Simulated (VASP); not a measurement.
Runs of VASP 6.6.1 on Si. The structure is that of space group P6/mmm (No. 191), or close to it. The cells are those of the table. This isn't the form of Si at room conditions, which is diamond.

```csv
cell,gap on the mesh (eV),pressure (GPa)
"a = 2.555, b = 2.555, c = 2.466 Å, angles 90.0, 90.0, 120.0°, 1 atom",none,(c)
"a = 2.686, b = 2.686, c = 2.343 Å, angles 90.0, 90.0, 120.0°, 1 atom",none,1.5
"a = 2.752, b = 2.752, c = 2.466 Å, angles 90.0, 90.0, 120.0°, 1 atom",none,-8.9
"a = 2.686, b = 2.686, c = 2.590 Å, angles 90.0, 90.0, 120.0°, 1 atom",none,(b)
"a = 2.686, b = 2.686, c = 2.528 Å, angles 90.0, 90.0, 120.0°, 1 atom",none,-7.7
"a = 2.686, b = 2.686, c = 2.466 Å, angles 90.0, 90.0, 120.0°, 1 atom",none,-5.5
"a = 2.752, b = 2.752, c = 2.528 Å, angles 90.0, 90.0, 120.0°, 1 atom",none,(a)
"a = 2.490, b = 2.490, c = 2.343 Å, angles 90.0, 90.0, 120.0°, 1 atom",none,24.0
```

Alike in all rows: task single point; level LDA; potentials or basis VASP PAW LDA potentials, release 64 (Si); no spin polarisation; k mesh 24 × 24 × 20; cutoff (eV) 520; smearing gaussian 0.15 eV.

Q: Fill in the values left out.

A: (a) -10.8; (b) -9.6; (c) 5.5.

Caveats: the cell stands under tension (at least some runs); the cell stands under pressure (at least some runs).

A gap of «none» marks levels without a gap at the run's occupations.
